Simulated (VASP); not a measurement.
ZrAl3B3N, 8 atoms in the cell. It takes space group P-6m2 (No. 187, hexagonal). Conventional cell: a = 4.340 Å, b = 4.340 Å, c = 6.686 Å, α = 90.00°, β = 90.00°, γ = 120.00°. Within 3.3 Å of Zr (site symmetry -6m2) lie 5 B at 2.51 to 2.64 Å and 6 Al at 3.05 Å. Within 2.1 Å of Al (site symmetry 3m) lie 1 N at 1.61 Å. Al (site symmetry -6m2) has 3 N at 2.51 Å and 8 B at 2.60 to 3.34 Å and 6 Al at 2.98 Å within 3.4 Å. Within 1.9 Å of B (site symmetry 3m) lie 1 B at 1.40 Å. Within 3.4 Å of B (site symmetry -6m2) lie 3 Zr at 2.51 Å and 8 Al at 3.05 to 3.34 Å. N (site symmetry -6m2) has 2 Al at 1.61 Å within 2.1 Å. The cell was generated, and may not be a known phase.

| Property | Result |
| --- | --- |
| Program | VASP 6.6.1 |
| Task | relaxation of cell and atoms |
| Functional | PBE |
| Potentials or basis | VASP PAW PBE potentials, release 64 (Zr_sv, Al, B, N) |
| Cutoff | 600 eV |
| k mesh | 3 × 3 × 2 |
| Occupations | gaussian, width 0.15 eV |
| Spin | no spin polarisation |
| Dipole correction | no |
| Further INCAR settings | ALGO = Normal; EDIFF = 1e-06; IBRION = 2; EDIFFG = -0.08; NSW = 36; ISIF = 3 |

Potentials or basis: VASP PAW PBE potentials, release 64 (Zr_sv, Al, B, N).

Command:

```sh
$ cat potpaw_PBE.64/Zr_sv/POTCAR potpaw_PBE.64/Al/POTCAR potpaw_PBE.64/B/POTCAR potpaw_PBE.64/N/POTCAR > POTCAR
$ mpirun -np 1 vasp_std > vasp.out
```

Hardware: 1 thread of Intel(R) Xeon(R) 6975P-C (Granite Rapids) (shared host).

**Question.** Estimate the wall time of this run.

**Answer.** It took 110 s on 1 thread of Intel(R) Xeon(R) 6975P-C (Granite Rapids) (shared host), peak memory 0.27 GiB. Counts: scf iterations 105, k points 6, ion steps 11.
